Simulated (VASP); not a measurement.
Here is a VASP 6.6.1 calculation.

Contents of INCAR:

```
SYSTEM = MoSe
ALGO     = Normal         ! electronic algorithm
EDIFF    = 1E-6           ! SCF threshold, eV
ENCUT    = 520            ! plane-wave cutoff, eV
GGA      = PE             ! functional
ISIF     = 2              ! what is computed and relaxed
ISMEAR   = 0              ! smearing method
ISPIN    = 2              ! spin polarisation
LASPH    = .TRUE.         ! aspherical terms in the spheres
LCHARG   = .FALSE.        ! write CHGCAR
LMAXMIX  = 4              ! l up to which the mixer works
LORBIT   = 11             ! projections on sites
LREAL    = .FALSE.        ! projectors in reciprocal space
LWAVE    = .FALSE.        ! write WAVECAR
MAGMOM   = 2 -2 0 0       ! initial moments
NBANDS   = 32             ! bands
NELM     = 150            ! most SCF steps
PREC     = Accurate       ! precision mode
SIGMA    = 0.1            ! smearing width, eV
```

KPOINTS

```
k-points
0
G
  12 12 6
  0 0 0
```

The input POSCAR:

```
MoSe
1.0
    0.0000000000      2.8392909707      2.8392909707
    2.8392909707      0.0000000000      2.8392909707
    5.6785819413      5.6785819413      0.0000000000
Mo Se
2 2
Direct
    0.0000000000      0.0000000000      1.0000000000
    0.0000000000      0.0000000000      0.5000000000
    0.2500000000      0.2500000000      0.1250000000
    0.2500000000      0.2500000000      0.6250000000
```

Potentials or basis: VASP PAW PBE potentials, release 64 (Mo_sv, Se).

The run is started by

```sh
$ cat potpaw_PBE.64/Mo_sv/POTCAR potpaw_PBE.64/Se/POTCAR > POTCAR
$ mpirun -np 1 vasp_std > vasp.out
```

Q: Estimate the net moment.

A: 0.00 μB per cell.

Q: What does it give for the site moments?

A: Mo +0.81, -0.81; Se -0.01, +0.01 μB.

Stress tensor (GPa, compression positive):
```
-0.41  0.11 -0.11
 0.11 -0.41 -0.11
-0.11 -0.11 -0.41
```
